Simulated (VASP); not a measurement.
A run of VASP 6.6.1:

File INCAR:

```
SYSTEM = BaTiO3
PREC = Accurate
ENCUT = 520
EDIFF = 1E-7
ISMEAR = 0
SIGMA = 0.05
LREAL = .FALSE.
LASPH = .TRUE.
NELM = 150
ALGO = Normal
ISIF = 2
LWAVE = .FALSE.
LCHARG = .FALSE.
LMAXMIX = 4
LDAU = .TRUE.
LDAUTYPE = 2
LDAUL = -1 2 -1
LDAUU = 0 4 0
LDAUJ = 0 0 0
LDAUPRINT = 1
GGA = PE
NBANDS = 28
```

The input KPOINTS:

```
Automatic mesh
0
G
  6 6 6
  0 0 0
```

POSCAR

```
BaTiO3
1.0
    4.0082194129      0.0000000000      0.0000000000
    0.0000000000      2.8732814832      2.8859184405
    0.0000000000     -2.8732814832      2.8859184405
Ba Ti O
1 1 3
Direct
    0.0000000000      0.0080771898      0.0080771898
    0.5000000000      0.5197092923      0.5197092923
    0.0000000000      0.4914553781      0.5697630557
    0.5000000000      0.4938075436      0.9829991481
    0.5000000000      0.9829991481      0.4938075436
```

Potentials or basis: VASP PAW PBE potentials, release 64 (Ba_sv, Ti_sv, O).

Run with:

```sh
$ cat potpaw_PBE.64/Ba_sv/POTCAR potpaw_PBE.64/Ti_sv/POTCAR potpaw_PBE.64/O/POTCAR > POTCAR
$ mpirun -np 1 vasp_std > vasp.out
```

Hardware: 1 thread of Intel(R) Xeon(R) 6975P-C (Granite Rapids), with other jobs on the host.

**Question.** Estimate the wall time of this run.

**Answer.** It took 75 s on 1 thread of Intel(R) Xeon(R) 6975P-C (Granite Rapids), with other jobs on the host, peak memory 0.27 GiB. Counts: scf iterations 19, k points 80.
